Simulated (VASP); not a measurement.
Set up this calculation in VASP 6.6.1, as the native input.

```
Task                   : single point
Functional             : LDA
Potentials or basis    : VASP PAW LDA potentials, release 64 (B, P)
Cutoff                 : 520 eV
k mesh                 : 12 × 12 × 12
Occupations            : fermi-dirac, width 0.05 eV
Spin                   : no spin polarisation
Dipole correction      : no
Further INCAR settings : ALGO = Normal; EDIFF = 1e-06; NBANDS = 11
```

The structure of BP lies in POSCAR:

```
BP
1.0
    0.0000000000      2.2453831324      2.2453831324
    2.2453831324      0.0000000000      2.2453831324
    2.2453831324      2.2453831324      0.0000000000
B P
1 1
Direct
    0.0000000000      0.0000000000      0.0000000000
    0.7500000000      0.7500000000      0.7500000000
```

One way to write it, as run:

INCAR

```
SYSTEM = BP
ALGO     = Normal         ! electronic algorithm
EDIFF    = 1E-6           ! SCF threshold, eV
ENCUT    = 520            ! plane-wave cutoff, eV
GGA      = CA             ! functional
ISIF     = 2              ! what is computed and relaxed
ISMEAR   = -1             ! smearing method
LASPH    = .TRUE.         ! aspherical terms in the spheres
LCHARG   = .TRUE.         ! write CHGCAR
LELF     = .TRUE.         ! ELF
LREAL    = .FALSE.        ! projectors in reciprocal space
LVHAR    = .TRUE.       
LWAVE    = .FALSE.        ! write WAVECAR
NBANDS   = 11             ! bands
NELM     = 60             ! most SCF steps
PREC     = Accurate       ! precision mode
SIGMA    = 0.05           ! smearing width, eV
```

KPOINTS

```
k-points
0
G
  12 12 12
  0 0 0
```

Potentials or basis: VASP PAW LDA potentials, release 64 (B, P).

Launch:

```console
$ cat potpaw_LDA.64/B/POTCAR potpaw_LDA.64/P/POTCAR > POTCAR
$ mpirun -np 1 vasp_std > vasp.out
```

It gave:

```json
{"Pressure": "-0.2 GPa", "Band gap on the k mesh": "1.14 eV, indirect (least direct gap 3.43 eV)"}
```

Wall time 5.4 s on 1 thread of Intel Xeon 6975P-C (shared host), peak memory 0.13 GiB.
